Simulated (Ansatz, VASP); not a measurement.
## One calculation of V, two programs

The input INCAR:

```
PREC = Accurate
ENCUT = 500
EDIFF = 1E-6
ISMEAR = 0
SIGMA = 0.05
LREAL = False
LASPH = True
NELM = 200
ALGO = Normal
ISIF = 2
LWAVE = False
LCHARG = False
ISPIN = 2
MAGMOM = 0.05
LORBIT = 11
LMAXMIX = 4
GGA = PE
NBANDS = 16
GGA_COMPAT = False
```

Contents of KPOINTS:

```
Automatic mesh
0
Gamma
  10 10 10
```

File POSCAR:

```
V
1.0
   -1.4995816875      1.4995816875      1.4995816875
    1.4995816875     -1.4995816875      1.4995816875
    1.4995816875      1.4995816875     -1.4995816875
V
1
Direct
    0.0000000000      0.0000000000      0.0000000000
```

Input for Ansatz:

```yaml
crystal:
  lattice:
    - [-1.4995816875, 1.4995816875, 1.4995816875]
    - [1.4995816875, -1.4995816875, 1.4995816875]
    - [1.4995816875, 1.4995816875, -1.4995816875]
  atoms:
    - { symbol: V, position: [0.0, 0.0, 0.0], spin: 0.05 }
basis:
  ecutwfc: 420
  ecutrho_ratio: 4
kpoints:
  mp_grid: { grid: [10, 10, 10] }
hamiltonian:
  xc: pbe
scf:
  occupations: { method: gaussian, width: 0.05 }
output:
  forces: true
  stress: true
  eigenvalues: true
  populations: true
magnetization:
  spin_polarized: true
```

Alike in both runs: task single point; functional PBE; k mesh 10 × 10 × 10; occupations gaussian, width 0.05 eV; collinear spin.

```csv
,VASP,Ansatz
version,VASP 6.6.1,Ansatz 0.2.0
potentials or method,"VASP PAW PBE potentials, release 64 (V_sv), cutoff 500 eV","scalar-relativistic, plane waves, PAW"
valence electrons in the cell,13,13
```

|  | VASP | Ansatz | Ansatz less VASP |
| --- | --- | --- | --- |
| pressure (GPa) | 0.8 | 0.7 | -0.12 |
| net moment per atom (μB) | 0.00 | 0.00 | 0.000 |

Ansatz's warnings: seeded moment not kept.
